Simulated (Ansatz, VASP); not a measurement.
## One calculation of Re, two programs

```
Re
1.0
     0.00000    2.20929    1.46344
     2.20929    0.00000    1.46344
     2.20929    2.20929    0.00000
Re
1
Direct
  0.00000 0.00000 0.00000
```

Alike in both runs: task single point; functional PBE; k mesh 10 × 10 × 10; occupations gaussian, width 0.15 eV; no spin polarisation.

|  | VASP | Ansatz |
| --- | --- | --- |
| version | VASP 6.6.1 | Ansatz 0.2.0 |
| potentials or method | VASP PAW PBE potentials, release 64 (Re_sv_GW), cutoff 560 eV | scalar-relativistic, plane waves, PAW |
| valence electrons in the cell | 15 | 15 |

VASP gave:

| Property | Result |
| --- | --- |
| gap on the k mesh at the Fermi level (eV) | none |
| pressure (GPa) | 20.7 |
| traceless stress, the component that is largest in VASP (GPa) | 1.34 |

What did Ansatz give for the same quantities?

gap on the k mesh at the Fermi level (eV): none; pressure (GPa): 22.2; traceless stress, the component that is largest in VASP (GPa): 1.34.

A gap of «none» marks a metal or a gap that the smearing closes. The functional is the same, so the differences come from potentials, cutoffs and numerics.

Spin-orbit coupling is off throughout.
